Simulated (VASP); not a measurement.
Here is a VASP 6.6.1 calculation.

INCAR

```
SYSTEM = Ga2F
PREC = Accurate
ENCUT = 520
EDIFF = 1E-6
ISMEAR = 0
SIGMA = 0.1
LREAL = .False.
LASPH = .True.
NELM = 100
ALGO = Normal
ISIF = 2
LWAVE = .False.
LCHARG = .False.
GGA = PE
NBANDS = 24
```

KPOINTS

```
regular mesh
0
Gamma
  6 6 6
  0 0 0
```

File POSCAR:

```
Ga2F
1.0
    4.5889153996      0.0000000000      0.0000000000
   -2.2944576998      3.9741173119      0.0000000000
    0.0000000000      0.0000000000      2.7290807885
Ga F
2 1
Direct
    0.3333333333      0.6666666667      0.5000000000
    0.6666666667      0.3333333333      0.5000000000
    0.0000000000      0.0000000000      0.0000000000
```

Potentials or basis: VASP PAW PBE potentials, release 64 (Ga_d, F).

Launch:

```bash
$ cat potpaw_PBE.64/Ga_d/POTCAR potpaw_PBE.64/F/POTCAR > POTCAR
$ mpirun -np 1 vasp_std > vasp.out
```

(1) Predict the band gap on the k mesh.

(2) What does it give for the pressure?

## Answers

(1) zero (an odd number of electrons rules out a gap without spin polarisation).

(2) 0.0 GPa.

Caveat: the k points lie up to 0.38 Å⁻¹ apart, too coarse for converged energies and pressures of a metal.
